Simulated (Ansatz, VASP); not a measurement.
# Two plane-wave programs on Si

File INCAR:

```
PREC = Accurate ; ENCUT = 520
EDIFF = 1E-7 ; ISMEAR = 0
SIGMA = 0.05 ; LREAL = F
LASPH = T ; NELM = 80
ALGO = Normal ; ISIF = 2
LWAVE = F ; LCHARG = F
GGA = PE ; NBANDS = 26
```

File KPOINTS:

```
regular mesh
0
Gamma
  10 10 4
```

POSCAR

```
Si
1.0
    0.0000000000      0.0000000000      3.8608359371
    3.3455832253     -3.3455832253     -1.9304179686
    6.6911664507      6.6911664507      0.0000000000
Si
8
Direct
    0.0000000000      0.0000000000      0.1786105076
    0.5000000000      0.0000000000      0.6786105076
    0.5000000000      0.0000000000      0.3213894924
    0.0000000000      0.0000000000      0.8213894924
    0.8213894924      0.6427789847      0.0000000000
    0.3213894924      0.6427789847      0.5000000000
    0.1786105076      0.3572210153      0.0000000000
    0.6786105076      0.3572210153      0.5000000000
```

Input for Ansatz:

```yaml
crystal:
  lattice:
    - [0.0, 0.0, 3.8608359371]
    - [3.3455832253, -3.3455832253, -1.9304179686]
    - [6.6911664507, 6.6911664507, 0.0]
  atoms:
    - { symbol: Si, position: [0.0, 0.0, 0.1786105076] }
    - { symbol: Si, position: [0.5, 0.0, 0.6786105076] }
    - { symbol: Si, position: [0.5, 0.0, 0.3213894924] }
    - { symbol: Si, position: [0.0, 0.0, 0.8213894924] }
    - { symbol: Si, position: [0.8213894924, 0.6427789847, 0.0] }
    - { symbol: Si, position: [0.3213894924, 0.6427789847, 0.5] }
    - { symbol: Si, position: [0.1786105076, 0.3572210153, 0.0] }
    - { symbol: Si, position: [0.6786105076, 0.3572210153, 0.5] }
basis:
  ecutwfc: 420
kpoints:
  mp_grid: { grid: [10, 10, 4] }
hamiltonian:
  xc: pbe
  pseudopotentials: { kind: paw, azcp: { folder: soft_1 } }
scf:
  occupations: { method: gaussian, width: 0.05 }
output:
  forces: true
  stress: true
  eigenvalues: true
```

Alike in both runs: task single point; functional PBE; k mesh 10 × 10 × 4; occupations gaussian, width 0.05 eV; no spin polarisation.

|  | VASP | Ansatz |
| --- | --- | --- |
| version | VASP 6.6.1 | Ansatz 0.2.0 |
| potentials or method | VASP PAW PBE potentials, release 64 (Si), cutoff 520 eV | scalar-relativistic, plane waves, PAW |
| valence electrons in the cell | 32 | 32 |

Ansatz gave:

| Property | Result |
| --- | --- |
| gap on the k mesh at the Fermi level (eV) | 0.36 |
| least direct gap on the mesh (eV) | 0.44 |
| pressure (GPa) | 0.0 |

What did VASP give for the same quantities?

gap on the k mesh at the Fermi level (eV): 0.36; least direct gap on the mesh (eV): 0.44; pressure (GPa): -0.1.

With one functional, cell and mesh, what is left measures potentials, basis and numerics.
